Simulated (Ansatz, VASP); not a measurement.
**Two plane-wave programs on HfO2**

POSCAR

```
HfO2
1.0
    3.5352174680      0.0000000000      0.0000000000
    0.0000000000      3.5352174680      0.0000000000
    0.0000000000      0.0000000000      5.0896642718
Hf O
2 4
Direct
    0.5000000000      0.5000000000      0.5000000000
    0.0000000000      0.0000000000      0.0000000000
    0.0000000000      0.5000000000      0.7060606536
    0.5000000000      0.0000000000      0.7939393464
    0.5000000000      0.0000000000      0.2939393464
    0.0000000000      0.5000000000      0.2060606536
```

Contents of INCAR.step1:

```
SYSTEM = HfO2
PREC     = Accurate       ! precision mode
ENCUT    = 520            ! plane-wave cutoff, eV
ISMEAR   = 0              ! smearing method
SIGMA    = 0.02           ! smearing width, eV
LREAL    = .False.        ! projectors in reciprocal space
LASPH    = .True.         ! aspherical terms in the spheres
NELM     = 100            ! most SCF steps
NBANDS   = 31             ! bands
GGA      = PE             ! functional
ALGO     = Normal         ! electronic algorithm
EDIFF    = 1E-4           ! SCF threshold, eV
LWAVE    = .True.         ! write WAVECAR
LCHARG   = .False.        ! write CHGCAR
```

Contents of INCAR.step2:

```
SYSTEM = HfO2
PREC     = Accurate       ! precision mode
ENCUT    = 520            ! plane-wave cutoff, eV
EDIFF    = 1E-6           ! SCF threshold, eV
ISMEAR   = 0              ! smearing method
SIGMA    = 0.02           ! smearing width, eV
LREAL    = .False.        ! projectors in reciprocal space
LASPH    = .True.         ! aspherical terms in the spheres
NELM     = 100            ! most SCF steps
ALGO     = Normal         ! electronic algorithm
ISIF     = 2              ! what is computed and relaxed
LWAVE    = .False.        ! write WAVECAR
LCHARG   = .False.        ! write CHGCAR
METAGGA  = R2SCAN         ! meta-GGA
LMIXTAU  = .True.       
NBANDS   = 31             ! bands
ISTART   = 1
```

Contents of KPOINTS:

```
Automatic mesh
0
Gamma
  6 6 6
  0 0 0
```

Input for Ansatz:

```yaml
crystal:
  lattice:
    - [3.535217468, 0.0, 0.0]
    - [0.0, 3.535217468, 0.0]
    - [0.0, 0.0, 5.0896642718]
  atoms:
    - { symbol: Hf, position: [0.5, 0.5, 0.5] }
    - { symbol: Hf, position: [0.0, 0.0, 0.0] }
    - { symbol: O, position: [0.0, 0.5, 0.7060606536] }
    - { symbol: O, position: [0.5, 0.0, 0.7939393464] }
    - { symbol: O, position: [0.5, 0.0, 0.2939393464] }
    - { symbol: O, position: [0.0, 0.5, 0.2060606536] }
basis:
  ecutwfc: 500
kpoints:
  mp_grid: { grid: [6, 6, 6] }
  band_path: { path: [VBM, CBM], npoints: 2 }
hamiltonian:
  xc: r2scan
scf:
  occupations: { method: gaussian, width: 0.02 }
output:
  forces: true
  stress: true
  eigenvalues: true
checkpoint:
  read: start.run
  write: ck
  compress: false
  write_wavefunctions: false
  write_every: 100000
```

Alike in both runs: task single point; functional r2SCAN; k mesh 6 × 6 × 6; occupations gaussian, width 0.02 eV; no spin polarisation.

|  | VASP | Ansatz |
| --- | --- | --- |
| version | VASP 6.6.1 | Ansatz 0.2.0 |
| potentials or method | VASP PAW PBE potentials, release 64 (Hf_pv, O), cutoff 520 eV | scalar-relativistic, plane waves, PAW |
| valence electrons in the cell | 44 | 76 |

Ansatz gave:

```
gap on the k mesh at the Fermi level (eV)                     : 5.18
least direct gap on the mesh (eV)                             : 5.35
pressure (GPa)                                                : 10.0
traceless stress, the component that is largest in VASP (GPa) : -0.02
rms of the force components (eV/Å)                            : 0.000
```

**Question.** What did VASP give for the same quantities?

**Answer.** gap on the k mesh at the Fermi level (eV): 5.21; least direct gap on the mesh (eV): 5.35; pressure (GPa): 6.0; traceless stress, the component that is largest in VASP (GPa): 0.09; rms of the force components (eV/Å): 0.025.

VASP's potentials were made for PBE, not for r2SCAN. Atom by atom the forces differ by 0.025 eV/Å (rms over components). VASP's potentials hold 44 valence electrons a cell and Ansatz's 76, so a difference there can come from the potentials and not from the codes.

Neither program's run includes spin-orbit coupling.
